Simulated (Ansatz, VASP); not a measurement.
**Two plane-wave programs on Al**

File INCAR:

```
ALGO = Fast
EDIFF = 1E-7
EDIFFG = -0.01
ENCUT = 600
GGA = PS
IBRION = 2
ISIF = 3
ISMEAR = 1
LASPH = True
LCHARG = False
LREAL = False
LWAVE = False
NELM = 80
NSW = 80
PREC = Accurate
SIGMA = 0.1
```

Contents of KPOINTS:

```
k-points
0
Gamma
  20 20 20
```

The input POSCAR:

```
Al
1.0
    0.0000000000      2.0248050000      2.0248050000
    2.0248050000      0.0000000000      2.0248050000
    2.0248050000      2.0248050000      0.0000000000
Al
1
Direct
    0.0000000000      0.0000000000      0.0000000000
```

Input for Ansatz:

```yaml
crystal:
  lattice:
    - [0.0, 2.024805, 2.024805]
    - [2.024805, 0.0, 2.024805]
    - [2.024805, 2.024805, 0.0]
  atoms:
    - { symbol: Al, position: [0.0, 0.0, 0.0] }
scf:
  occupations: { method: methfessel_paxton, width: 0.1 }
output:
  forces: true
  stress: true
  eigenvalues: true
  write_density: true
  write_potential: true
  elf: true
  volumetric_format: npy
kpoints:
  mp_grid: { grid: [20, 20, 20] }
hamiltonian:
  xc: pbesol
relax:
  f_tol: 0.01
  adjacent_minimum: "off"
  cell: { stress_tol: 0.05 }
```

Alike in both runs: task relaxation of cell and atoms; functional PBEsol; k mesh 20 × 20 × 20; occupations methfessel-paxton of order 1, width 0.1 eV; no spin polarisation.

|  | VASP | Ansatz |
| --- | --- | --- |
| version | VASP 6.6.1 | Ansatz 0.2.0 |
| potentials or method | VASP PAW PBE potentials, release 64 (Al) | scalar-relativistic, plane waves, PAW |
| plane-wave cutoff (eV) | 600 | 420 |
| valence electrons in the cell | 3 | 3 |

|  | VASP | Ansatz | Ansatz less VASP |
| --- | --- | --- | --- |
| gap on the k mesh at the Fermi level, each at its own relaxed structure (eV) | none | none | - |
| relaxed volume (Å³/atom) | 16.18 | 16.18 | -0.006 |
| relaxed cell length with the largest relative difference (Å) | 2.839 | 2.839 | -0.0003 |

VASP's potentials were made for PBE, not for PBEsol. A gap of «none» marks a metal or a gap that the smearing closes.
